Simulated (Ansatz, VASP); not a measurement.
**Cr in VASP and in Ansatz**

The input INCAR:

```
SYSTEM = Cr
  PREC = Accurate
  ENCUT = 520
  EDIFF = 1E-7
  ISMEAR = -1
  SIGMA = 0.05
  LREAL = .FALSE.
  LASPH = .TRUE.
  NELM = 60
  ALGO = Normal
  ISIF = 2
  LWAVE = .FALSE.
  LCHARG = .FALSE.
  GGA = PE
  NBANDS = 19
```

Contents of KPOINTS:

```
regular mesh
0
G
  11 11 11
  0 0 0
```

File POSCAR:

```
Cr
1.0
    3.0175784883      0.0000000000      0.0000000000
    0.0000000000      3.0175784883      0.0000000000
    0.0000000000      0.0000000000      3.0175784883
Cr
2
Direct
    0.0000000000      0.0000000000      0.0000000000
    0.5000000000      0.5000000000      0.5000000000
```

Input for Ansatz:

```yaml
crystal:
  lattice:
    - [3.0175784883, 0.0, 0.0]
    - [0.0, 3.0175784883, 0.0]
    - [0.0, 0.0, 3.0175784883]
  atoms:
    - { symbol: Cr, position: [0.0, 0.0, 0.0] }
    - { symbol: Cr, position: [0.5, 0.5, 0.5] }
kpoints:
  mp_grid: { grid: [11, 11, 11] }
scf:
  occupations: { method: fermi_dirac, width: 0.05 }
  lower_state_search: "off"
hamiltonian:
  xc: pbe
  pseudopotentials: { kind: paw }
output:
  forces: true
  stress: true
  eigenvalues: true
  write_density: true
  write_potential: true
  elf: true
  volumetric_format: npy
```

Change from the starting cell: volume scaled by 1.05, no spin polarisation, PAW files.

Alike in both runs: task single point; functional PBE; k mesh 11 × 11 × 11; occupations fermi-dirac, width 0.05 eV; no spin polarisation.

```csv
,VASP,Ansatz
version,VASP 6.6.1,Ansatz 0.2.0
potentials or method,"VASP PAW PBE potentials, release 64 (Cr_pv)","PAW with Ansatz's default frozen-core files, scalar-relativistic"
plane-wave cutoff (eV),520,420
valence electrons in the cell,24,28
```

```tsv
	VASP	Ansatz	Ansatz less VASP
pressure (GPa)	-31.0	-30.9	+0.19
```

Both programs put the cell under strong tension, so it lies far from rest at this level. With one functional, cell and mesh, what is left measures potentials, basis and numerics. VASP's potentials hold 24 valence electrons a cell and Ansatz's 28, so a difference there can come from the potentials and not from the codes.

Noted on VASP's run: the cell as given lies far from equilibrium.
